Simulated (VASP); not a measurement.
Here is a VASP 6.6.1 calculation.

The input INCAR:

```
PREC = Accurate
ENCUT = 520
EDIFF = 1E-6
ISMEAR = -1
SIGMA = 0.05
LREAL = F
LASPH = T
NELM = 80
ALGO = Normal
ISIF = 2
LWAVE = F
LCHARG = T
LELF = T
LVHAR = T
NBANDS = 20
```

File KPOINTS:

```
regular mesh
0
Gamma
  9 9 9
```

Contents of POSCAR:

```
CdF2
1.0
    0.0000000000      2.7294514339      2.7294514339
    2.7294514339      0.0000000000      2.7294514339
    2.7294514339      2.7294514339      0.0000000000
Cd F
1 2
Direct
    0.0000000000      0.0000000000      0.0000000000
    0.7500000000      0.7500000000      0.7500000000
    0.2500000000      0.2500000000      0.2500000000
```

Potentials or basis: VASP PAW LDA potentials, release 64 (Cd, F).

Command:

```bash
$ cat potpaw_LDA.64/Cd/POTCAR potpaw_LDA.64/F/POTCAR > POTCAR
$ mpirun -np 1 vasp_std > vasp.out
```

Estimate the band gap on the k mesh.

2.69 eV, indirect (least direct gap 3.19 eV).

What does it give for the pressure?

-8.4 GPa.

A k mesh can miss the band edges.
